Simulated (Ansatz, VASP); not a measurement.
Given: the input of a run of Ansatz 0.2.0 on CdS.

Contents of input:

```
crystal:
  lattice:
    - [0.0, 2.7160334386, 2.7160334386]
    - [2.7160334386, 0.0, 2.7160334386]
    - [2.7160334386, 2.7160334386, 0.0]
  atoms:
    - { symbol: Cd, position: [0.0, 0.0, 0.0] }
    - { symbol: S, position: [0.5, 0.5, 0.5] }
hamiltonian:
  xc: hse06
  pseudopotentials: { kind: paw }
kpoints:
  mp_grid: { grid: [6, 6, 6] }
scf:
  occupations: { method: fermi_dirac, width: 0.05 }
output:
  forces: true
  stress: true
  eigenvalues: true
```

Q: Translate it to VASP 6.6.1. Potentials there: VASP PAW PBE potentials, release 64 (Cd, S).

A: As run (the cutoff follows the program's own potentials):

File POSCAR:

```
CdS
1.0
    0.0000000000      2.7160334386      2.7160334386
    2.7160334386      0.0000000000      2.7160334386
    2.7160334386      2.7160334386      0.0000000000
Cd S
1 1
Direct
    0.0000000000      0.0000000000      0.0000000000
    0.5000000000      0.5000000000      0.5000000000
```

File INCAR.step1:

```
SYSTEM = CdS
  PREC = Accurate
  ENCUT = 520
  EDIFF = 1E-5
  ISMEAR = -1
  SIGMA = 0.05
  LREAL = .False.
  LASPH = .True.
  NELM = 100
  ALGO = Normal
  ISIF = 2
  LWAVE = .True.
  LCHARG = .False.
  GGA = PE
  NBANDS = 16
```

The input INCAR.step2:

```
SYSTEM = CdS
  PREC = Accurate
  ENCUT = 520
  EDIFF = 1E-6
  ISMEAR = -1
  SIGMA = 0.05
  LREAL = .False.
  LASPH = .True.
  NELM = 100
  ALGO = Normal
  ISIF = 2
  LWAVE = .False.
  LCHARG = .False.
  GGA = PE
  LHFCALC = .True.
  HFSCREEN = 0.2079
  PRECFOCK = Normal
  ISTART = 1
  NBANDS = 16
```

Contents of KPOINTS:

```
regular mesh
0
Gamma
  6 6 6
  0 0 0
```

Potentials or basis: VASP PAW PBE potentials, release 64 (Cd, S).

Run with:

```bash
$ cat potpaw_PBE.64/Cd/POTCAR potpaw_PBE.64/S/POTCAR > POTCAR
$ cp INCAR.step1 INCAR
$ mpirun -np 1 vasp_std > vasp.out
$ cp INCAR.step2 INCAR
$ mpirun -np 1 vasp_std > vasp.out
```

Both were run:

|  | VASP | Ansatz | Ansatz less VASP |
| --- | --- | --- | --- |
| gap on the k mesh at the Fermi level (eV) | 1.23 | 1.24 | +0.016 |
| least direct gap on the mesh (eV) | 2.83 | 2.87 | +0.031 |
| pressure (GPa) | 1.4 | 1.0 | -0.40 |

VASP's potentials hold 18 valence electrons a cell and Ansatz's 26, so a difference there can come from the potentials and not from the codes.
